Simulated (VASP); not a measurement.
# Zr (Fd-3m) in VASP: a series of runs, part 2 of 2

VASP 6.6.1. Earlier steps stand in the parts before.

## Step 3: Single point, r2SCAN

This run uses another cell than the first one, of 29.79 Å³/atom, 1.109 times its volume.

Input file POSCAR:

```
Zr
1.0
    0.0000000000      3.0998174537      3.0998174537
    3.0998174537      0.0000000000      3.0998174537
    3.0998174537      3.0998174537      0.0000000000
Zr
2
Direct
    0.5000000000      0.5000000000      0.5000000000
    0.7500000000      0.7500000000      0.7500000000
```

Input file INCAR.step1:

```
SYSTEM = Zr
PREC = Accurate
ENCUT = 520
ISMEAR = 0
SIGMA = 0.1
LREAL = .FALSE.
LASPH = .TRUE.
NELM = 60
NBANDS = 19
GGA = PE
ALGO = Normal
EDIFF = 1E-4
LWAVE = .TRUE.
LCHARG = .FALSE.
```

Input file INCAR.step2:

```
SYSTEM = Zr
PREC = Accurate
ENCUT = 520
EDIFF = 1E-6
ISMEAR = 0
SIGMA = 0.1
LREAL = .FALSE.
LASPH = .TRUE.
NELM = 60
ALGO = Normal
ISIF = 2
LWAVE = .FALSE.
LCHARG = .FALSE.
METAGGA = R2SCAN
LMIXTAU = .TRUE.
NBANDS = 19
ISTART = 1
```

Input file KPOINTS:

```
Automatic mesh
0
G
  6 6 6
  0 0 0
```

Potentials or basis: VASP PAW PBE potentials, release 64 (Zr_sv).

The run is started by

```bash
> cat potpaw_PBE.64/Zr_sv/POTCAR > POTCAR
> cp INCAR.step1 INCAR
> mpirun -np 1 vasp_std > vasp.out
> cp INCAR.step2 INCAR
> mpirun -np 1 vasp_std > vasp.out
```

OUTCAR:

```text
SYSTEM = Zr
   PREC = Accurate
   ENCUT = 520
   EDIFF = 1E-6
   ISMEAR = 0
   LREAL = .FALSE.
   LASPH = .TRUE.
   NELM = 60
   ISIF = 2
   METAGGA = R2SCAN
   ISTART = 1

 ion  position               nearest neighbor table
   1  0.500  0.500  0.500-   2 2.68   2 2.68   2 2.68   2 2.68
   2  0.750  0.750  0.750-   1 2.68   1 2.68   1 2.68   1 2.68

  LATTYP: Found a face centered cubic cell.
 ALAT       =     6.1996349074

  Lattice vectors:

 A1 = (   0.0000000000,   3.0998174537,   3.0998174537)
 A2 = (   3.0998174537,   0.0000000000,   3.0998174537)
 A3 = (   3.0998174537,   3.0998174537,   0.0000000000)

Analysis of symmetry for initial positions (statically):
=====================================================================
 Subroutine PRICEL returns:
 Original cell was already a primitive cell.

 Routine SETGRP: Setting up the symmetry group for a
 face centered cubic supercell.

 Subroutine GETGRP returns: Found 48 space group operations
 (whereof 24 operations were pure point group operations)
 out of a pool of 48 trial point group operations.

The static configuration has the point symmetry T_d .
 The point group associated with its full space group is O_h .

Analysis of symmetry for dynamics (positions and initial velocities):
=====================================================================
 Subroutine PRICEL returns:
 Original cell was already a primitive cell.

 Routine SETGRP: Setting up the symmetry group for a
 face centered cubic supercell.

 Subroutine GETGRP returns: Found 48 space group operations
 (whereof 24 operations were pure point group operations)
 out of a pool of 48 trial point group operations.

The dynamic configuration has the point symmetry T_d .
 The point group associated with its full space group is O_h .

 Subroutine INISYM returns: Found 48 space group operations
 (whereof 24 operations are pure point group operations),
 and found     1 'primitive' translations

----------------------------------------------------------------------------------------

                                     Primitive cell

  volume of cell :      59.5715

  direct lattice vectors                    reciprocal lattice vectors
     0.000000000  3.099817454  3.099817454    -0.161299821  0.161299821  0.161299821
     3.099817454  0.000000000  3.099817454     0.161299821 -0.161299821  0.161299821
     3.099817454  3.099817454  0.000000000     0.161299821  0.161299821 -0.161299821

  length of vectors
     4.383803884  4.383803884  4.383803884     0.279379485  0.279379485  0.279379485

  position of ions in fractional coordinates (direct lattice)
     0.500000000  0.500000000  0.500000000
     0.750000000  0.750000000  0.750000000

  ion indices of the primitive-cell ions
   primitive index   ion index
                 1           1
                 2           2

----------------------------------------------------------------------------------------

 KPOINTS: Automatic mesh

Automatic generation of k-mesh.
 Grid dimensions read from file:
 generate k-points for:    6    6    6

 Generating k-lattice:

  Cartesian coordinates                     Fractional coordinates (reciprocal lattice)
    -0.026883303  0.026883303  0.026883303     0.166666667  0.000000000  0.000000000
     0.026883303 -0.026883303  0.026883303     0.000000000  0.166666667  0.000000000
     0.026883303  0.026883303 -0.026883303     0.000000000  0.000000000  0.166666667

  Length of vectors
     0.046563247  0.046563247  0.046563247

  Shift w.r.t. Gamma in fractional coordinates (k-lattice)
     0.000000000  0.000000000  0.000000000

 Subroutine IBZKPT returns following result:
 ===========================================

 Found     16 irreducible k-points:

 Following reciprocal coordinates:
            Coordinates               Weight
  0.000000  0.000000  0.000000      1.000000
  0.166667  0.000000  0.000000      8.000000
  0.333333  0.000000  0.000000      8.000000
  0.500000  0.000000  0.000000      4.000000
  0.166667  0.166667  0.000000      6.000000
  0.333333  0.166667  0.000000     24.000000
[... 8 lines left out ...]
 -0.333333  0.333333  0.166667     24.000000
 -0.333333  0.500000  0.166667     12.000000
   k-points           NKPTS =     16   k-points in BZ     NKDIM =     16   number of bands    NBANDS=     19
   number of dos      NEDOS =    301   number of ions     NIONS =      2
   total plane-waves  NPLWV =  46656
   dimension x,y,z NGX =    36 NGY =   36 NGZ =   36
   dimension x,y,z NGXF=    72 NGYF=   72 NGZF=   72
   ions per type =               2
   NGX,Y,Z   is equivalent  to a cutoff of  13.65, 13.65, 13.65 a.u.
   NGXF,Y,Z  is equivalent  to a cutoff of  27.30, 27.30, 27.30 a.u.
 SYSTEM =  Zr
   PREC   = accura    normal or accurate (medium, high low for compatibility)
   ISTART =      1    job   : 0-new  1-cont  2-samecut
   ICHARG =      0    charge: 1-file 2-atom 10-const
   ISPIN  =      1    spin polarized calculation?
   LNONCOLLINEAR =      F non collinear calculations
   LSORBIT =      F    spin-orbit coupling
   LASPH  =      T    aspherical Exc in radial PAW
   ENCUT  =  520.0 eV  38.22 Ry    6.18 a.u.   8.15  8.15  8.15*2*pi/ulx,y,z
   NELM   =     60;   NELMIN=  2; NELMDL=  0     # of ELM steps
   EDIFF  = 0.1E-05   stopping-criterion for ELM
   LREAL  =      F    real-space projection
   EDIFFG = 0.1E-04   stopping-criterion for IOM
   NSW    =      0    number of steps for IOM
   IBRION =     -1    ionic relax: 0-MD 1-quasi-New 2-CG
   NFREE  =      0    steps in history (QN), initial steepest desc. (CG)
   ISIF   =      2    stress and relaxation
   ISYM   =      2    0-nonsym 1-usesym 2-fastsym
   POTIM  = 0.5000    time-step for ionic-motion
   TEBEG  =    0.0;   TEEND  =   0.0 temperature during run
   PSTRESS=    0.0 pullay stress
   NELECT =      24.0000    total number of electrons
   NUPDOWN=      -1.0000    fix difference up-down
   EMIN   =  10.00;   EMAX   =-10.00  energy-range for DOS
   EFERMI =   0.00;   METHOD = LEGACY
   ISMEAR =     0;   SIGMA  =   0.10  broadening in eV -4-tet -1-fermi 0-gaus
   EFERMI_NEDOS =   21; number of points for ismear=-14 and -15
   IALGO  =     38    algorithm
   IMIX   =      4    mixing-type and parameters
     AMIX     =   0.40;   BMIX     =  1.00
     AMIX_MAG =   1.60;   BMIX_MAG =  1.00
  volume/ion in A,a.u.               =      29.79       201.00
  Fermi-wavevector in a.u.,A,eV,Ry     =   1.209110  2.284886 19.890995  1.461947
  Thomas-Fermi vector in A             =   2.344697
   LORBIT       =      0    0 simple, 1 ext, 2 COOP (PROOUT), +10 PAW based schemes
   METAGGA = R2SCAN    functional components
   LHFCALC =     F    Hartree Fock is set to
   AEXX    =    0.0000 exact exchange contribution
   IVDW    =     0    specifies the selected vdW correction
   LEPSILON=     F    determine dielectric tensor
   LRPA    =     F    only Hartree local field effects (RPA)
 non-spin polarized calculation
 Gauss-broadening in eV      SIGMA  =   0.10
  energy-cutoff  :      520.00
  volume of cell :       59.57
 maximum number of plane-waves:      1639
 NGX is ok and might be reduce to    36
   NGX = 17   NGY = 17   NGZ = 17

 number of electron      24.0000000 magnetization

 Free energy of the ion-electron system (eV)
  ---------------------------------------------------
  ext. energy  EPLUGINS =         0.00000000
  ---------------------------------------------------
  free energy    TOTEN  =       -40.33565272 eV

  energy without entropy =      -40.31102717  energy(sigma->0) =      -40.32333995

 E-fermi :   6.0073     XC(G=0): -10.3876

 val. band max:        6.0067799444   @ k =  -0.3333   0.5000   0.1667
 cond. band min:       6.0204087206   @ k =   0.3333   0.3333   0.0000
 fundamental gap:      0.0136287762
 Fermi energy:         6.0073096572

 k-point     1 :       0.0000    0.0000    0.0000
  band No.  band energies     occupation
      1     -44.7071      2.00000
      2     -44.0268      2.00000
      3     -22.4054      2.00000
      4     -22.4054      2.00000
      5     -22.4054      2.00000
      6     -21.2972      2.00000
[... 11 lines left out ...]
     18      11.8002      0.00000
     19      11.8002      0.00000
[... 309 lines left out ...]
 k-point    16 :      -0.3333    0.5000    0.1667
  band No.  band energies     occupation
      1     -44.3735      2.00000
      2     -44.3735      2.00000
      3     -22.6860      2.00000
      4     -22.6860      2.00000
      5     -21.8533      2.00000
      6     -21.8533      2.00000
[... 11 lines left out ...]
     18      10.7734      0.00000
     19      11.1653      0.00000

------------------------ aborting loop because EDIFF is reached ----------------------------------------

  FORCE on cell =-STRESS in cart. coord.  units (eV):
  Direction    XX          YY          ZZ          XY          YZ          ZX
  --------------------------------------------------------------------------------------
  -------------------------------------------------------------------------------------
  Total       -0.0853890     -0.0853890     -0.0853890      0.0000000     -0.0000000      0.0000000
  in kB       -2.2965412     -2.2965412     -2.2965412      0.0000000     -0.0000000      0.0000000
  external PRESSURE =      -2.2965412 kB  Pullay stress =       0.0000000 kB

 VOLUME and BASIS-vectors are now :
 -----------------------------------------------------------------------------
  energy-cutoff  :      520.00
  volume of cell :       59.57
      direct lattice vectors                 reciprocal lattice vectors
     0.000000000  3.099817454  3.099817454    -0.161299821  0.161299821  0.161299821
     3.099817454  0.000000000  3.099817454     0.161299821 -0.161299821  0.161299821
     3.099817454  3.099817454  0.000000000     0.161299821  0.161299821 -0.161299821

 POSITION                                       TOTAL-FORCE (eV/Angst)
 -----------------------------------------------------------------------------------
      3.09982      3.09982      3.09982        -0.000000     -0.000000     -0.000000
      4.64973      4.64973      4.64973         0.000000      0.000000      0.000000
 -----------------------------------------------------------------------------------
    total drift:                                0.000000      0.000000      0.000000

  FREE ENERGIE OF THE ION-ELECTRON SYSTEM (eV)
  ---------------------------------------------------
  free  energy   TOTEN  =       -40.3356527213 eV

  energy  without entropy=      -40.3110271711  energy(sigma->0) =      -40.32333995
```

OSZICAR.step1:

```text
N       E                     dE             d eps       ncg     rms          rms(c)
DAV:   1     0.224006865849E+03    0.22401E+03   -0.13119E+04   608   0.122E+03
DAV:   2     0.326891200887E+01   -0.22074E+03   -0.21718E+03   725   0.358E+02
DAV:   3    -0.120548891526E+02   -0.15324E+02   -0.14820E+02  1137   0.674E+01
DAV:   4    -0.124404985353E+02   -0.38561E+00   -0.38379E+00   774   0.108E+01
DAV:   5    -0.124482149863E+02   -0.77165E-02   -0.77143E-02   875   0.124E+00    0.128E+01
DAV:   6    -0.122207542941E+02    0.22746E+00   -0.69973E-01   724   0.494E+00    0.571E+00
DAV:   7    -0.122357197298E+02   -0.14965E-01   -0.25453E-01  1032   0.275E+00    0.146E+00
DAV:   8    -0.122423694104E+02   -0.66497E-02   -0.48018E-02   782   0.170E+00    0.253E-01
DAV:   9    -0.122417353525E+02    0.63406E-03   -0.59071E-03   749   0.512E-01    0.518E-02
DAV:  10    -0.122417467447E+02   -0.11392E-04   -0.83779E-05   538   0.728E-02
   1 F= -.12241747E+02 E0= -.12230169E+02  d E =-.231565E-01
```

It took 80 s on 1 thread of Intel Xeon Platinum 8259CL at 2.50GHz (Skylake/Cascade Lake), shared host; peak memory 0.21 GiB.

What came out:

| Property | Result |
| --- | --- |
| Free energy | -40.3357 eV |
| Pressure | -0.2 GPa |
| Band gap on the k mesh | zero (band 12 reaches 6.07 eV, above the bottom of band 13 at 5.83 eV) |

Levels at points of the mesh, in eV from the Fermi level:
| k point | band 8 | band 9 | band 10 | band 11 | band 12 | band 13 | band 14 | band 15 | band 16 | band 17 |
| --- | --- | --- | --- | --- | --- | --- | --- | --- | --- | --- |
| (0.00, 0.00, 0.00) | -27.30 | -4.41 | -1.06 | -1.06 | -0.01 | -0.01 | -0.01 | 2.23 | 2.23 | 2.23 |
| (0.50, 0.00, 0.00) | -27.15 | -1.73 | -1.32 | -0.94 | -0.94 | -0.18 | -0.18 | 0.85 | 3.35 | 3.35 |
| (0.50, 0.50, 0.00) | -27.00 | -2.08 | -2.08 | -0.09 | -0.09 | 0.48 | 0.48 | 1.71 | 1.71 | 4.69 |

Caveat: the PAW data sets were made with another functional, which shifts forces and pressure a little.

## Step 4: Relaxation of cell and atoms, r2SCAN

Input file POSCAR:

```
Zr
1.0
    0.0000000000      2.9943327135      2.9943327135
    2.9943327135      0.0000000000      2.9943327135
    2.9943327135      2.9943327135      0.0000000000
Zr
2
Direct
    0.5000000000      0.5000000000      0.5000000000
    0.7500000000      0.7500000000      0.7500000000
```

INCAR.step1, as its differences from that of step 3:

```diff
@@ -2,3 +2,3 @@
 PREC = Accurate
-ENCUT = 520
+ENCUT = 600
 ISMEAR = 0
@@ -8,3 +8,2 @@
 NELM = 60
-NBANDS = 19
 GGA = PE
```

Input file INCAR.step2:

```
SYSTEM = Zr
PREC = Accurate
ENCUT = 600
EDIFF = 1E-7
ISMEAR = 0
SIGMA = 0.1
LREAL = .FALSE.
LASPH = .TRUE.
NELM = 60
ALGO = Normal
ISIF = 3
LWAVE = .FALSE.
LCHARG = .FALSE.
METAGGA = R2SCAN
LMIXTAU = .TRUE.
IBRION = 2
NSW = 90
EDIFFG = -0.04
ISTART = 1
```

KPOINTS is that of step 3.

The run is started by

```bash
> cat potpaw_PBE.64/Zr_sv/POTCAR > POTCAR
> cp INCAR.step1 INCAR
> mpirun -np 1 vasp_std > vasp.out
> cp INCAR.step2 INCAR
> mpirun -np 1 vasp_std > vasp.out
```

It took 4.2 min on 1 thread of Intel Xeon Platinum 8259CL at 2.50GHz (Skylake/Cascade Lake), shared host; peak memory 0.23 GiB.

The run converged. Its results:

| Item | Value |
| --- | --- |
| Free energy | -40.3323 eV |
| Relaxed volume | 29.73 Å³/atom |
| Relaxed cell | a = 4.381 Å, b = 4.381 Å, c = 4.381 Å, α = 60.00°, β = 60.00°, γ = 60.00° |
| Space group after relaxing (to 0.05 Å) | Fd-3m (No. 227) |
| Energy gained by relaxing | 47.9 meV/atom |
| Ionic steps | 3 |
| Pressure after relaxing | -0.2 GPa |
| Band gap on the k mesh | zero (band 12 reaches 6.09 eV, above the bottom of band 13 at 5.84 eV) |

Step by step:
| step | energy change (eV) | largest force (eV/Å) | pressure (GPa) | volume (Å³) |
| --- | --- | --- | --- | --- |
| 1 | 0.0000 | 0.0000 | 5.35 | 53.69 |
| 2 | -0.0890 | 0.0000 | -1.27 | 60.97 |
| 3 | -0.0957 | 0.0000 | -0.17 | 59.47 |

Final structure:
```
Zr
1.0
     0.00000    3.09806    3.09806
     3.09806    0.00000    3.09806
     3.09806    3.09806    0.00000
Zr
2
Direct
  0.50000 0.50000 0.50000
  0.75000 0.75000 0.75000
```

Levels at points of the mesh, in eV from the Fermi level:
| k point | band 10 | band 11 | band 12 | band 13 | band 14 | band 15 |
| --- | --- | --- | --- | --- | --- | --- |
| (0.00, 0.00, 0.00) | -1.06 | -1.06 | -0.01 | -0.01 | -0.01 | 2.24 |
| (0.50, 0.00, 0.00) | -1.32 | -0.95 | -0.95 | -0.18 | -0.18 | 0.85 |
| (0.50, 0.50, 0.00) | -2.09 | -0.09 | -0.09 | 0.49 | 0.49 | 1.72 |

Caveat: the PAW data sets were made with another functional, which shifts forces and pressure a little.

## Step 5: Single point, r2SCAN

This run uses another cell than the first one, of 29.56 Å³/atom, 1.101 times its volume.

Input file POSCAR:

```
Zr
1.0
    0.0000000000      3.0919890582      3.0919890582
    3.0919890582      0.0000000000      3.0919890582
    3.0919890582      3.0919890582      0.0000000000
Zr
2
Direct
    0.0000000000      0.0000000000      0.0000000000
    0.2500000000      0.2500000000      0.2500000000
```

Input file INCAR.step1:

```
ALGO = Normal
EDIFF = 1E-4
ENCUT = 520
GGA = PE
ISMEAR = 0
LASPH = True
LCHARG = False
LREAL = False
LWAVE = True
NBANDS = 19
NELM = 80
PREC = Accurate
SIGMA = 0.1
```

Input file INCAR.step2:

```
ALGO = Normal
EDIFF = 1E-6
ENCUT = 520
ISIF = 2
ISMEAR = 0
ISTART = 1
LASPH = True
LCHARG = True
LELF = True
LMIXTAU = True
LREAL = False
LVHAR = True
LWAVE = False
METAGGA = R2SCAN
NBANDS = 19
NELM = 80
PREC = Accurate
SIGMA = 0.1
```

Input file KPOINTS:

```
k-points
0
Gamma
  16 16 16
```

The run is started by

```bash
> cat potpaw_PBE.64/Zr_sv/POTCAR > POTCAR
> cp INCAR.step1 INCAR
> mpirun -np 1 vasp_std > vasp.out
> cp INCAR.step2 INCAR
> mpirun -np 1 vasp_std > vasp.out
```

Run time: 10 min. Hardware: 1 thread of Intel Xeon Platinum 8259CL at 2.50GHz (Skylake/Cascade Lake), shared host; peak memory 0.3 GiB.

Results (log left out):

| Property | Result |
| --- | --- |
| Free energy | -40.3226 eV |
| Pressure | 0.2 GPa |
| Band gap on the k mesh | zero (band 12 reaches 6.15 eV, above the bottom of band 13 at 5.90 eV) |

Levels at points of the mesh, in eV from the Fermi level:
```tsv
k point	band 10	band 11	band 12	band 13	band 14	band 15
(0.00, 0.00, 0.00)	-1.08	-1.08	-0.01	-0.01	-0.01	2.25
(0.50, 0.00, 0.00)	-1.33	-0.96	-0.96	-0.18	-0.18	0.87
(0.50, 0.50, 0.00)	-2.11	-0.09	-0.09	0.51	0.51	1.72
```

Caveat: the PAW data sets were made with another functional, which shifts forces and pressure a little.

## Step 6: The runs side by side

```tsv
task	cell	k mesh	cutoff (eV)	gap on the mesh (eV)	pressure (GPa)
single point	a = 4.235 Å, angles 60.0°, 2 atoms	6 × 6 × 6	520	none	5.3
single point	a = 4.384 Å, angles 60.0°, 2 atoms	6 × 6 × 6	520	none	-0.2
relaxation of cell and atoms	relaxed from a = 4.235 Å, angles 60.0°, 2 atoms	6 × 6 × 6	600	none	-0.2
single point	a = 4.373 Å, angles 60.0°, 2 atoms	16 × 16 × 16	520	none	0.2
```

Alike in all rows: level r2SCAN; potentials or basis VASP PAW PBE potentials, release 64 (Zr_sv); no spin polarisation; smearing gaussian 0.1 eV.

Caveats: the PAW data sets were made with another functional, which shifts forces and pressure a little.

Total energies depend on the potentials used, so only differences within one code and one set of settings carry meaning.
